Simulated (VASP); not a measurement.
**TeRh: single point with LDA**

Crystal: TeRh.

```
CELL_PARAMETERS angstrom
3.79050 0.00000 0.00000
-1.89525 3.28267 0.00000
0.00000 0.00000 5.37700
ATOMIC_POSITIONS crystal
Te 0.33333 0.66667 0.25000
Te 0.66667 0.33333 0.75000
Rh 0.00000 0.00000 0.00000
Rh 0.00000 0.00000 0.50000
```

This cell differs from its parent crystal: strain -0.050 along x and y, -0.050 along z.

```json
{
 "Program": "VASP 6.6.1",
 "Task": "single point",
 "Functional": "LDA",
 "Potentials or basis": "VASP PAW LDA potentials, release 64 (Te, Rh_pv)",
 "Cutoff": "520 eV",
 "k mesh": "15 × 15 × 8",
 "Occupations": "gaussian, width 0.15 eV",
 "Spin": "no spin polarisation"
}
```

```yaml
Pressure: 28.9 GPa
Band_gap_on_the_k_mesh: zero (band 21 reaches 15.32 eV, above the bottom of band 22 at 11.78 eV)
```

Stress tensor (GPa, compression positive):
```
29.15  0.00  0.00
 0.00 29.15  0.00
 0.00  0.00 28.27
```

Levels at points of the mesh, in eV from the Fermi level:
| k point | band 18 | band 19 | band 20 | band 21 | band 22 | band 23 | band 24 | band 25 |
| --- | --- | --- | --- | --- | --- | --- | --- | --- |
| (0.00, 0.00, 0.00) | -1.89 | -1.15 | -1.15 | 0.50 | 1.03 | 2.09 | 3.67 | 3.67 |
| (0.00, 0.00, 0.50) | -3.44 | -1.60 | -1.60 | 2.00 | 2.00 | 2.00 | 2.00 | 4.70 |

It took 4.2 min on 1 thread of AMD EPYC 7R43 64-Core Processor (Zen 3) (shared host), peak memory 0.28 GiB.

Caveat: the cell differs from its parent crystal (strain -0.050 along x and y, -0.050 along z); spin-orbit coupling is left out, which moves the levels of the heavy elements.
